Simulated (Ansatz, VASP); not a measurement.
## CuSn5: VASP beside Ansatz

```
Cu Sn
1.0
     3.46974    0.00000    0.00000
    -1.73487    3.00488    0.00000
     0.00000    0.00000   14.59411
Cu Sn
1 5
Direct
  0.66667 0.33333 0.50000
  0.33333 0.66667 0.62931
  0.33333 0.66667 0.00000
  0.33333 0.66667 0.37069
  0.66667 0.33333 0.81512
  0.66667 0.33333 0.18488
```

Alike in both runs: functional PBE; k mesh 12 × 12 × 4; occupations gaussian, width 0.1 eV; no spin polarisation.

Ansatz relaxed the structure, and its values are those at the end. VASP's run is a single point on that final structure, the one shown.

|  | VASP | Ansatz |
| --- | --- | --- |
| version | VASP 6.6.1 | Ansatz 0.2.0 |
| potentials or method | VASP PAW PBE potentials, release 64 (Cu, Sn_d), cutoff 520 eV | scalar-relativistic, plane waves, PAW |
| valence electrons in the cell | 81 | 89 |

|  | VASP | Ansatz | Ansatz less VASP |
| --- | --- | --- | --- |
| gap on the k mesh at the Fermi level (eV) | none | none | - |
| pressure (GPa) | 0.0 | 0.0 | +0.03 |
| rms of the force components (eV/Å) | 0.007 | 0.000 | -0.0066 |

A gap of «none» marks a metal or a gap that the smearing closes. The functional is the same, so the differences come from potentials, cutoffs and numerics. VASP's potentials hold 81 valence electrons a cell and Ansatz's 89, so a difference there can come from the potentials and not from the codes.
